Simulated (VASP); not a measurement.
# H2CO in VASP: further runs, part 2 of 2

VASP 6.6.1. The steps go on from the part before.

## 3. Single point, PBE+D3(BJ)

Input file INCAR:

```
SYSTEM = H2CO
ALGO     = Normal         ! electronic algorithm
EDIFF    = 1E-6           ! SCF threshold, eV
ENCUT    = 1000           ! plane-wave cutoff, eV
GGA      = PE             ! functional
GGA_COMPAT= .FALSE.      
ISIF     = 2              ! what is computed and relaxed
ISMEAR   = -1             ! smearing method
IVDW     = 12             ! dispersion correction
LASPH    = .TRUE.         ! aspherical terms in the spheres
LCHARG   = .FALSE.        ! write CHGCAR
LREAL    = Auto         
LWAVE    = .FALSE.        ! write WAVECAR
NBANDS   = 54             ! bands
NELM     = 120            ! most SCF steps
PREC     = Accurate       ! precision mode
SIGMA    = 0.02           ! smearing width, eV
```

Input file KPOINTS:

```
k-points
0
G
  1 1 1
  0 0 0
```

Input file POSCAR:

```
H2CO
1.0
    7.1530900000      0.0000000000      0.0000000000
    0.0000000000      7.1530900000      0.0000000000
    0.0000000000      0.0000000000      7.1530900000
O C H
6 6 12
Direct
    0.2092102853      0.5512582674      0.7570993794
    0.2595102257      1.0182452618      0.4529371223
    0.5926809253      0.5581643737      1.1535434337
    0.6575899367      0.4566557949      0.6202913706
    0.9390207589      1.0036082308      0.6434701646
    0.4808411470      0.0498106413      0.9981840016
    0.3014361626      0.6020335268      0.6171878167
    0.1587425854      0.9408521352      0.3409994841
    0.7092319543      0.5659791782      1.0303239579
    0.6448262220      0.2895531861      0.6587642543
    0.9384615600      0.9108650947      0.7856045429
    0.3852740564      0.1883242067      0.9773398629
    0.3941932787      0.7179834170      0.6174534362
    0.3006952240      0.5210615273      0.4825886435
    0.0307978790      0.9966182447      0.2777820494
    0.1804395024      0.7874918392      0.3187293883
    0.6713322494      0.6283158747      0.8891821576
    0.8453689245      0.4944855999      1.0395367596
    0.5489655520      0.2001652433      0.5775545953
    0.7151594626      0.2280832479      0.7781112778
    0.8404200143      0.9570689031      0.8919921321
    1.0258503668      0.7895329151      0.8176326595
    0.4242921591      0.3324157812      0.9922145534
    0.2302221837      0.1691576647      0.9575582021
```

Potentials or basis: VASP PAW PBE potentials, release 64 (O_h, C_h, H_h).

On the command line:

```console
> cat potpaw_PBE.64/O_h/POTCAR potpaw_PBE.64/C_h/POTCAR potpaw_PBE.64/H_h/POTCAR > POTCAR
> mpirun -np 1 vasp_gam > vasp.out
```

OUTCAR:

```text
SYSTEM = H2CO
   EDIFF = 1E-6
   ENCUT = 1000
   GGA = PE
   ISIF = 2
   ISMEAR = -1
   IVDW = 12
   LASPH = .TRUE.
   LREAL = Auto
   NELM = 120
   PREC = Accurate
 IVDW          = 12

 ion  position               nearest neighbor table
   1  0.209  0.551  0.757-   7 1.25
   2  0.260  0.018  0.453-   8 1.21
   3  0.593  0.558  0.154-   9 1.21
   4  0.658  0.457  0.620-  10 1.23
   5  0.939  0.004  0.643-  11 1.21
[... 291 lines left out ...]
  -------------------------------------------------------------------------------------
  Total       1.80023     1.46235    -0.74833     0.36890     1.43241     0.27956
  in kB       7.88058     6.40147    -3.27585     1.61489     6.27043     1.22378
  external pressure =        3.67 kB  Pullay stress =        0.00 kB

 VOLUME and BASIS-vectors are now :
 -----------------------------------------------------------------------------
  energy-cutoff  :     1000.00
  volume of cell :      366.00
      direct lattice vectors                 reciprocal lattice vectors
     7.153090000  0.000000000  0.000000000     0.139799723  0.000000000  0.000000000
     0.000000000  7.153090000  0.000000000     0.000000000  0.139799723  0.000000000
     0.000000000  0.000000000  7.153090000     0.000000000  0.000000000  0.139799723

 POSITION                                       TOTAL-FORCE (eV/Angst)
 -----------------------------------------------------------------------------------
      1.49650      3.94320      5.41560         1.194994      0.783443     -1.939450
      1.85630      0.13051      3.23990         0.150173      0.672399     -0.682427
      4.23950      3.99260      1.09831         0.396539      0.070937      0.101919
      4.70380      3.26650      4.43700         0.125138     -0.823050      0.215135
      6.71690      0.02581      4.60280         0.183262     -0.463620     -0.395706
      3.43950      0.35630      7.14010         0.612364      0.377343     -0.174079
[... 16 lines left out ...]
      3.03500      2.37780      7.09740         0.832811      0.971830     -0.051644
      1.64680      1.21000      6.84950         0.140311      0.160873     -0.214551
 -----------------------------------------------------------------------------------
    total drift:                               -0.001411      0.001879     -0.001871

  FREE ENERGIE OF THE ION-ELECTRON SYSTEM (eV)
  ---------------------------------------------------
  free  energy   TOTEN  =      -134.2874533768 eV

  energy  without entropy=     -134.2874533768  energy(sigma->0) =     -134.28745338
```

OSZICAR:

```text
N       E                     dE             d eps       ncg     rms          rms(c)
DAV:   1     0.867374892434E+03    0.86737E+03   -0.50715E+04   108   0.201E+03
DAV:   2     0.542589449060E+02   -0.81312E+03   -0.77233E+03   146   0.332E+02
DAV:   3    -0.134119483458E+03   -0.18838E+03   -0.18485E+03   144   0.160E+02
DAV:   4    -0.143378818243E+03   -0.92593E+01   -0.91291E+01   120   0.386E+01
DAV:   5    -0.143729990210E+03   -0.35117E+00   -0.35090E+00   168   0.702E+00    0.208E+01
DAV:   6    -0.135334125081E+03    0.83959E+01   -0.17694E+01   128   0.182E+01    0.105E+01
DAV:   7    -0.133771945871E+03    0.15622E+01   -0.20383E+00   136   0.716E+00    0.497E+00
DAV:   8    -0.133412828877E+03    0.35912E+00   -0.12083E+00   136   0.404E+00    0.134E+00
DAV:   9    -0.133397550277E+03    0.15279E-01   -0.11914E-01   136   0.162E+00    0.587E-01
DAV:  10    -0.133395453856E+03    0.20964E-02   -0.16132E-02   128   0.775E-01    0.169E-01
DAV:  11    -0.133397085319E+03   -0.16315E-02   -0.64109E-03   120   0.392E-01    0.118E-01
DAV:  12    -0.133396966931E+03    0.11839E-03   -0.88549E-04   144   0.184E-01    0.438E-02
DAV:  13    -0.133396946539E+03    0.20392E-04   -0.31082E-04   144   0.882E-02    0.170E-02
DAV:  14    -0.133396935433E+03    0.11106E-04   -0.39066E-05   120   0.390E-02    0.893E-03
DAV:  15    -0.133396934824E+03    0.60936E-06   -0.81015E-06   136   0.144E-02
   1 F= -.13428745E+03 E0= -.13428745E+03  d E =-.127462E-11
```

stdout:

```text
POSCAR found type information on POSCAR O C H
 POSCAR found :  3 types and      24 ions
 scaLAPACK will be used
 LDA part: xc-table for (Slater+PW92), standard interpolation
 POSCAR, INCAR and KPOINTS ok, starting setup
 FFT: planning ... GRIDC
 FFT: planning ... GRID_SOFT
 FFT: planning ... GRID
 WAVECAR not read
 entering main loop
```

Wall time 42 s (1 thread of AMD EPYC 9R45 (Zen 5), shared host); peak memory 0.86 GiB.

What came out:

- Free energy: -134.2875 eV
- Pressure: 0.4 GPa
- Largest force: 3.134 eV/Å
- Dispersion energy per atom: -0.037 eV

Forces on the atoms (eV/Å):
```
O    1.195  0.783 -1.939
O    0.150  0.672 -0.682
O    0.397  0.071  0.102
O    0.125 -0.823  0.215
O    0.183 -0.464 -0.396
O    0.612  0.377 -0.174
C   -1.575 -2.333  1.378
C    0.483 -1.350  1.168
C   -1.251  0.102 -0.701
C   -0.511  1.398 -0.743
C   -0.623  0.899 -0.106
C   -1.813 -1.596  0.465
H    0.735  1.331  0.226
H   -0.247  0.101  0.348
H   -0.171  0.697 -0.310
H   -0.032  0.105 -0.501
H    0.448 -0.020  0.609
H    0.511  0.018  0.177
H   -0.004 -0.354 -0.106
H    0.465 -0.267  0.477
H   -0.501 -0.073  1.044
H    0.451 -0.406 -0.284
H    0.833  0.972 -0.052
H    0.140  0.161 -0.215
```

Stress tensor (GPa, compression positive):
```
 0.79  0.16  0.12
 0.16  0.64  0.63
 0.12  0.63 -0.33
```

Caveat: the k points lie up to 0.88 Å⁻¹ apart, too coarse for converged energies, forces and pressures.
